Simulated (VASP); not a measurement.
**Sn2GeO3: single point with PBE**

The system is Sn2GeO3.

```
Sn Ge O
1.0
     1.83434   -8.73845    0.00000
     1.83434    8.73845    0.00000
     0.00000    0.00000    2.98424
Sn Ge O
2 1 3
Cartesian
  1.8343 -2.7546 1.4921
  1.8343 2.7546 1.4921
  0.0000 0.0000 0.0000
  1.8343 7.4282 1.4921
  1.8343 -7.4282 1.4921
  1.8343 0.0000 0.0000
```

The cell was generated, and may not be a known phase.

```json
{
  "Program": "VASP 6.6.1",
  "Task": "single point",
  "Functional": "PBE",
  "Potentials or basis": "VASP PAW PBE potentials, release 64 (Sn_d, Ge_d, O)",
  "Cutoff": "520 eV",
  "k mesh": "4 × 4 × 4",
  "Occupations": "gaussian, width 0.1 eV",
  "Spin": "no spin polarisation"
}
```

```yaml
Pressure: 0.2 GPa
Largest_force: 0.040 eV/Å
Band_gap_on_the_k_mesh: zero (bands 30 and 31 overlap by 2.68 eV)
```

Forces in eV/Å, atoms in the order of the input:
```
Sn   0.000 -0.040  0.000
Sn   0.000  0.040  0.000
Ge   0.000  0.000  0.000
O    0.000 -0.008  0.000
O    0.000  0.008  0.000
O    0.000  0.000  0.000
```

Stress tensor (GPa, compression positive):
```
0.26 0.00 0.00
0.00 0.30 0.00
0.00 0.00 0.12
```

Levels at points of the mesh, in eV from the Fermi level:
| k point | band 26 | band 27 | band 28 | band 29 | band 30 | band 31 | band 32 | band 33 | band 34 | band 35 |
| --- | --- | --- | --- | --- | --- | --- | --- | --- | --- | --- |
| (0.00, 0.00, 0.00) | -4.19 | -4.12 | -2.92 | -1.99 | -1.56 | 1.17 | 2.60 | 2.86 | 3.80 | 5.34 |
| (0.50, 0.00, 0.00) | -4.58 | -4.10 | -2.34 | -2.28 | -0.88 | -0.78 | 2.17 | 2.50 | 4.48 | 4.52 |
| (0.50, 0.50, 0.00) | -4.20 | -4.19 | -4.14 | -1.99 | 0.19 | 0.63 | 2.01 | 2.54 | 3.90 | 5.67 |
| (0.00, 0.00, 0.50) | -4.51 | -3.85 | -3.26 | -2.82 | -2.33 | -1.87 | 1.92 | 2.36 | 4.39 | 4.84 |
| (0.50, 0.00, 0.50) | -4.03 | -3.70 | -2.73 | -2.36 | -1.93 | -1.84 | 1.62 | 2.15 | 3.66 | 3.86 |
| (0.50, 0.50, 0.50) | -4.50 | -3.43 | -3.21 | -2.96 | -2.74 | -2.05 | 1.89 | 2.14 | 5.00 | 5.10 |

It took 110 s on 1 thread of Intel(R) Xeon(R) 6975P-C (Granite Rapids) (shared host), peak memory 0.36 GiB.

Caveat: the k points lie up to 0.53 Å⁻¹ apart, too coarse for converged energies and pressures of a metal; spin-orbit coupling is left out, which moves the levels of the heavy elements.
